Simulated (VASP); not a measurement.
## Sb: single point with PBE

Crystal: Sb.

```
Sb
1.0
     0.00000    2.94698    2.94698
     2.94698    0.00000    2.94698
     2.94698    2.94698    0.00000
Sb
2
Cartesian
  -0.7367 -0.7367 -0.7367
  0.7367 0.7367 0.7367
```

This cell differs from its parent crystal: volume scaled by 0.6.

```
Program             : VASP 6.6.1
Task                : single point
Functional          : PBE
Potentials or basis : VASP PAW PBE potentials, release 64 (Sb)
Cutoff              : 500 eV
k mesh              : 10 × 10 × 10
Occupations         : fermi-dirac, width 0.08 eV
Spin                : no spin polarisation
```

| Item | Value |
| --- | --- |
| Pressure | 45.5 GPa |
| Band gap on the k mesh | zero (band 5 reaches 10.87 eV, above the bottom of band 6 at 8.36 eV) |

Levels at points of the mesh, in eV from the Fermi level:
```tsv
k point	band 3	band 4	band 5	band 6	band 7	band 8
(0.00, 0.00, 0.00)	-2.64	-2.64	-2.31	0.02	0.02	0.02
(0.50, 0.00, 0.00)	-4.10	-4.10	-2.09	1.33	1.33	4.22
(0.50, 0.50, 0.00)	-5.72	-5.72	-1.42	-1.42	6.88	6.88
```

It took 15 s on 1 thread of Intel Xeon 6975P-C, on a shared host, peak memory 0.17 GiB.

Caveat: spin-orbit coupling is left out, which moves the levels of the heavy elements.
